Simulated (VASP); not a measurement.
# RbW2 (P6/mmm) in VASP: a series of runs

The runs below take RbW2 through single point, relaxation of cell and atoms, with PBE.

Program: VASP 6.6.1. These are calculated values, not measurements. Logs are shortened: lines on timing, memory, paths and dates and some standing lists are left out, and cuts for length are marked.

## Step 1: The cell of the first run

It takes space group P6/mmm (No. 191, hexagonal). Conventional cell: a = 4.185 Å, b = 4.185 Å, c = 4.518 Å, α = 90.00°, β = 90.00°, γ = 120.00°. Rb (site symmetry 6/mmm) has 12 W at 3.31 Å and 6 Rb at 4.18 Å within 4.3 Å. W (site symmetry -6m2) has 3 W at 2.42 Å and 6 Rb at 3.31 Å within 3.4 Å.

## Step 2: Single point, PBE

Input file INCAR:

```
SYSTEM = RbW2
ALGO = Normal
EDIFF = 1E-6
ENCUT = 520
GGA = PE
ISIF = 2
ISMEAR = 0
LASPH = .True.
LCHARG = .True.
LELF = .True.
LREAL = .False.
LVHAR = .True.
LWAVE = .False.
NBANDS = 26
NELM = 100
PREC = Accurate
SIGMA = 0.1
```

Input file KPOINTS:

```
k-points
0
Gamma
  6 6 4
  0 0 0
```

Input file POSCAR:

```
RbW2
1.0
    4.1845046514      0.0000000000      0.0000000000
   -2.0922523257      3.6238873304      0.0000000000
    0.0000000000      0.0000000000      4.5181528628
Rb W
1 2
Direct
    0.0000000000      0.0000000000      0.0000000000
    0.3333333333      0.6666666667      0.5000000000
    0.6666666667      0.3333333333      0.5000000000
```

Potentials or basis: VASP PAW PBE potentials, release 64 (Rb_sv, W_sv).

Started as:

```
cat potpaw_PBE.64/Rb_sv/POTCAR potpaw_PBE.64/W_sv/POTCAR > POTCAR
mpirun -np 1 vasp_std > vasp.out
```

OUTCAR:

```text
SYSTEM = RbW2
   EDIFF = 1E-6
   ENCUT = 520
   GGA = PE
   ISIF = 2
   ISMEAR = 0
   LASPH = .True.
   LREAL = .False.
   NELM = 100
   PREC = Accurate

 ion  position               nearest neighbor table
   1  0.000  0.000  0.000-   2 3.31   3 3.31   2 3.31   3 3.31   3 3.31   3 3.31   2 3.31   2 3.31
                             3 3.31   3 3.31   2 3.31   2 3.31
   2  0.333  0.667  0.500-   3 2.42   3 2.42   3 2.42   1 3.31   1 3.31   1 3.31   1 3.31   1 3.31
                             1 3.31
   3  0.667  0.333  0.500-   2 2.42   2 2.42   2 2.42   1 3.31   1 3.31   1 3.31   1 3.31   1 3.31
                             1 3.31

  LATTYP: Found a hexagonal cell.
 ALAT       =     4.1845046514
 C/A-ratio  =     1.0797342193

  Lattice vectors:

 A1 = (   4.1845046514,   0.0000000000,   0.0000000000)
 A2 = (  -2.0922523257,   3.6238873304,   0.0000000000)
 A3 = (   0.0000000000,   0.0000000000,   4.5181528628)

Analysis of symmetry for initial positions (statically):
=====================================================================
 Subroutine PRICEL returns:
 Original cell was already a primitive cell.

 Routine SETGRP: Setting up the symmetry group for a
 hexagonal supercell.

 Subroutine GETGRP returns: Found 24 space group operations
 (whereof 24 operations were pure point group operations)
 out of a pool of 24 trial point group operations.

The static configuration has the point symmetry D_6h.

Analysis of symmetry for dynamics (positions and initial velocities):
=====================================================================
 Subroutine PRICEL returns:
 Original cell was already a primitive cell.

 Routine SETGRP: Setting up the symmetry group for a
 hexagonal supercell.

 Subroutine GETGRP returns: Found 24 space group operations
 (whereof 24 operations were pure point group operations)
 out of a pool of 24 trial point group operations.

The dynamic configuration has the point symmetry D_6h.

 Subroutine INISYM returns: Found 24 space group operations
 (whereof 24 operations are pure point group operations),
 and found     1 'primitive' translations

----------------------------------------------------------------------------------------

                                     Primitive cell

  volume of cell :      68.5141

  direct lattice vectors                    reciprocal lattice vectors
     4.184504651  0.000000000  0.000000000     0.238976912  0.137973384  0.000000000
    -2.092252326  3.623887330  0.000000000     0.000000000  0.275946769  0.000000000
     0.000000000  0.000000000  4.518152863     0.000000000  0.000000000  0.221329386

  length of vectors
     4.184504651  4.184504651  4.518152863     0.275946769  0.275946769  0.221329386

  position of ions in fractional coordinates (direct lattice)
     0.000000000  0.000000000  0.000000000
     0.333333333  0.666666667  0.500000000
     0.666666667  0.333333333  0.500000000

  ion indices of the primitive-cell ions
   primitive index   ion index
                 1           1
                 2           2
                 3           3

----------------------------------------------------------------------------------------

 KPOINTS: k-points

Automatic generation of k-mesh.
 Grid dimensions read from file:
 generate k-points for:    6    6    4

 Generating k-lattice:

  Cartesian coordinates                     Fractional coordinates (reciprocal lattice)
     0.039829485  0.022995564  0.000000000     0.166666667 -0.000000000  0.000000000
     0.000000000  0.045991128  0.000000000     0.000000000  0.166666667  0.000000000
     0.000000000  0.000000000  0.055332347     0.000000000  0.000000000  0.250000000

  Length of vectors
     0.045991128  0.045991128  0.055332347

  Shift w.r.t. Gamma in fractional coordinates (k-lattice)
     0.000000000  0.000000000  0.000000000

 Subroutine IBZKPT returns following result:
 ===========================================

 Found     21 irreducible k-points:

 Following reciprocal coordinates:
            Coordinates               Weight
  0.000000  0.000000  0.000000      1.000000
  0.166667 -0.000000  0.000000      6.000000
  0.333333  0.000000  0.000000      6.000000
  0.500000 -0.000000  0.000000      3.000000
  0.166667  0.166667  0.000000      6.000000
  0.333333  0.166667  0.000000     12.000000
[... 13 lines left out ...]
  0.333333  0.166667  0.500000     12.000000
  0.333333  0.333333  0.500000      2.000000
   k-points           NKPTS =     21   k-points in BZ     NKDIM =     21   number of bands    NBANDS=     26
   number of dos      NEDOS =    301   number of ions     NIONS =      3
   total plane-waves  NPLWV =  36864
   dimension x,y,z NGX =    32 NGY =   32 NGZ =   36
   dimension x,y,z NGXF=    64 NGYF=   64 NGZF=   72
   ions per type =               1   2
   NGX,Y,Z   is equivalent  to a cutoff of  12.71, 12.71, 13.25 a.u.
   NGXF,Y,Z  is equivalent  to a cutoff of  25.43, 25.43, 26.49 a.u.
 SYSTEM =  RbW2
   PREC   = accura    normal or accurate (medium, high low for compatibility)
   ISTART =      0    job   : 0-new  1-cont  2-samecut
   ICHARG =      2    charge: 1-file 2-atom 10-const
   ISPIN  =      1    spin polarized calculation?
   LNONCOLLINEAR =      F non collinear calculations
   LSORBIT =      F    spin-orbit coupling
   LASPH  =      T    aspherical Exc in radial PAW
   ENCUT  =  520.0 eV  38.22 Ry    6.18 a.u.   7.78  7.78  8.40*2*pi/ulx,y,z
   NELM   =    100;   NELMIN=  2; NELMDL= -5     # of ELM steps
   EDIFF  = 0.1E-05   stopping-criterion for ELM
   LREAL  =      F    real-space projection
   EDIFFG = 0.1E-04   stopping-criterion for IOM
   NSW    =      0    number of steps for IOM
   IBRION =     -1    ionic relax: 0-MD 1-quasi-New 2-CG
   NFREE  =      0    steps in history (QN), initial steepest desc. (CG)
   ISIF   =      2    stress and relaxation
   ISYM   =      2    0-nonsym 1-usesym 2-fastsym
   POTIM  = 0.5000    time-step for ionic-motion
   TEBEG  =    0.0;   TEEND  =   0.0 temperature during run
   PSTRESS=    0.0 pullay stress
   NELECT =      37.0000    total number of electrons
   NUPDOWN=      -1.0000    fix difference up-down
   EMIN   =  10.00;   EMAX   =-10.00  energy-range for DOS
   EFERMI =   0.00;   METHOD = LEGACY
   ISMEAR =     0;   SIGMA  =   0.10  broadening in eV -4-tet -1-fermi 0-gaus
   EFERMI_NEDOS =   21; number of points for ismear=-14 and -15
   IALGO  =     38    algorithm
   IMIX   =      4    mixing-type and parameters
     AMIX     =   0.40;   BMIX     =  1.00
     AMIX_MAG =   1.60;   BMIX_MAG =  1.00
  volume/ion in A,a.u.               =      22.84       154.12
  Fermi-wavevector in a.u.,A,eV,Ry     =   1.333160  2.519307 24.181837  1.777315
  Thomas-Fermi vector in A             =   2.462039
   LORBIT       =      0    0 simple, 1 ext, 2 COOP (PROOUT), +10 PAW based schemes
   GGA     = PE    functional components
   LHFCALC =     F    Hartree Fock is set to
   AEXX    =    0.0000 exact exchange contribution
   IVDW    =     0    specifies the selected vdW correction
   LEPSILON=     F    determine dielectric tensor
   LRPA    =     F    only Hartree local field effects (RPA)
 non-spin polarized calculation
 Gauss-broadening in eV      SIGMA  =   0.10
  energy-cutoff  :      520.00
  volume of cell :       68.51
 maximum number of plane-waves:      1871
 NGX is ok and might be reduce to    32
   NGX = 15   NGY = 15   NGZ = 17

 number of electron      36.9999999 magnetization

 Free energy of the ion-electron system (eV)
  ---------------------------------------------------
  ext. energy  EPLUGINS =         0.00000000
  ---------------------------------------------------
  free energy    TOTEN  =       -19.60412310 eV

  energy without entropy =      -19.59064739  energy(sigma->0) =      -19.59738525

 E-fermi :   5.5017     XC(G=0): -10.8660

 val. band max:        5.4554409892   @ k =   0.1667   0.1667   0.5000
 cond. band min:       5.5524730790   @ k =   0.3333   0.3333   0.5000
 fundamental gap:      0.0970320899
 Fermi energy:         5.5017081544

 k-point     1 :       0.0000    0.0000    0.0000
  band No.  band energies     occupation
      1     -67.9020      2.00000
      2     -67.5127      2.00000
      3     -32.9666      2.00000
      4     -32.9666      2.00000
      5     -32.1642      2.00000
      6     -31.6810      2.00000
[... 18 lines left out ...]
     25      10.5543      0.00000
     26      10.5543      0.00000

 k-point     2 :       0.1667   -0.0000    0.0000
  band No.  band energies     occupation
      1     -67.8795      2.00000
      2     -67.5362      2.00000
      3     -33.0045      2.00000
      4     -32.8888      2.00000
      5     -32.1362      2.00000
      6     -31.7102      2.00000
[... 18 lines left out ...]
     25      10.8100      0.00000
     26      11.2586      0.00000

 k-point     3 :       0.3333    0.0000    0.0000
  band No.  band energies     occupation
      1     -67.8212      2.00000
      2     -67.5965      2.00000
      3     -33.0748      2.00000
      4     -32.7011      2.00000
      5     -32.0638      2.00000
      6     -31.7851      2.00000
[... 18 lines left out ...]
     25      11.2227      0.00000
     26      11.8259      0.00000

 k-point     4 :       0.5000   -0.0000    0.0000
  band No.  band energies     occupation
      1     -67.7742      2.00000
      2     -67.6444      2.00000
      3     -33.1077      2.00000
      4     -32.5774      2.00000
      5     -32.0054      2.00000
      6     -31.8447      2.00000
[... 18 lines left out ...]
     25      11.6836      0.00000
     26      11.8332      0.00000

 k-point     5 :       0.1667    0.1667    0.0000
  band No.  band energies     occupation
      1     -67.8383      2.00000
      2     -67.5788      2.00000
      3     -33.0722      2.00000
      4     -32.7310      2.00000
      5     -32.0851      2.00000
      6     -31.7632      2.00000
[... 18 lines left out ...]
     25      10.9659      0.00000
     26      11.9918      0.00000

 k-point     6 :       0.3333    0.1667    0.0000
  band No.  band energies     occupation
      1     -67.7742      2.00000
      2     -67.6445      2.00000
      3     -33.1402      2.00000
      4     -32.4927      2.00000
      5     -32.0055      2.00000
      6     -31.8446      2.00000
[... 340 lines left out ...]
 k-point    18 :       0.5000   -0.0000    0.5000
  band No.  band energies     occupation
      1     -67.7742      2.00000
      2     -67.6444      2.00000
      3     -33.1073      2.00000
      4     -32.5765      2.00000
      5     -32.0086      2.00000
      6     -31.8472      2.00000
[... 18 lines left out ...]
     25       9.5424      0.00000
     26      10.4374      0.00000

 k-point    19 :       0.1667    0.1667    0.5000
  band No.  band energies     occupation
      1     -67.8383      2.00000
      2     -67.5788      2.00000
      3     -33.0717      2.00000
      4     -32.7307      2.00000
      5     -32.0890      2.00000
      6     -31.7653      2.00000
[... 18 lines left out ...]
     25      10.6477      0.00000
     26      11.7977      0.00000

 k-point    20 :       0.3333    0.1667    0.5000
  band No.  band energies     occupation
      1     -67.7742      2.00000
      2     -67.6444      2.00000
      3     -33.1396      2.00000
      4     -32.4922      2.00000
      5     -32.0087      2.00000
      6     -31.8471      2.00000
[... 18 lines left out ...]
     25       9.9680      0.00000
     26      10.1932      0.00000

 k-point    21 :       0.3333    0.3333    0.5000
  band No.  band energies     occupation
      1     -67.7095      2.00000
      2     -67.7095      2.00000
      3     -33.1825      2.00000
      4     -32.1429      2.00000
      5     -32.1429      2.00000
      6     -31.9281      2.00000
[... 18 lines left out ...]
     25       9.3200      0.00000
     26       9.9228      0.00000

------------------------ aborting loop because EDIFF is reached ----------------------------------------

  FORCE on cell =-STRESS in cart. coord.  units (eV):
  Direction    XX          YY          ZZ          XY          YZ          ZX
  --------------------------------------------------------------------------------------
  -------------------------------------------------------------------------------------
  Total        5.6670190      5.6670190      8.0670384      0.0000000      0.0000000     -0.0000000
  in kB      132.5212700    132.5212700    188.6448902      0.0000000      0.0000000     -0.0000000
  external PRESSURE =     151.2291434 kB  Pullay stress =       0.0000000 kB

 VOLUME and BASIS-vectors are now :
 -----------------------------------------------------------------------------
  energy-cutoff  :      520.00
  volume of cell :       68.51
      direct lattice vectors                 reciprocal lattice vectors
     4.184504651  0.000000000  0.000000000     0.238976912  0.137973384  0.000000000
    -2.092252326  3.623887330  0.000000000     0.000000000  0.275946769  0.000000000
     0.000000000  0.000000000  4.518152863     0.000000000  0.000000000  0.221329386

 POSITION                                       TOTAL-FORCE (eV/Angst)
 -----------------------------------------------------------------------------------
      0.00000      0.00000      0.00000        -0.000000      0.000000      0.000000
     -0.00000      2.41592      2.25908        -0.000000      0.000000     -0.000000
      2.09225      1.20796      2.25908         0.000000     -0.000000      0.000000
 -----------------------------------------------------------------------------------
    total drift:                                0.000000      0.000000     -0.000000

  FREE ENERGIE OF THE ION-ELECTRON SYSTEM (eV)
  ---------------------------------------------------
  free  energy   TOTEN  =       -19.6041231031 eV

  energy  without entropy=      -19.5906473929  energy(sigma->0) =      -19.59738525
```

Run time: 18 s. Hardware: 1 thread of AMD EPYC 9R45 (Zen 5), shared host; peak memory 0.16 GiB.

What came out:

* Free energy: -19.6041 eV
* Pressure: 15.1 GPa
* Band gap on the k mesh: zero (an odd number of electrons rules out a gap without spin polarisation)

Caveat: the stress differs along the axes, from 13 to 19 GPa; spin-orbit coupling is left out, which moves the levels of the heavy elements.

(Part 1 of 2 ends here.)

The gap in the log of VASP goes by the Fermi energy; the results here count the filled bands.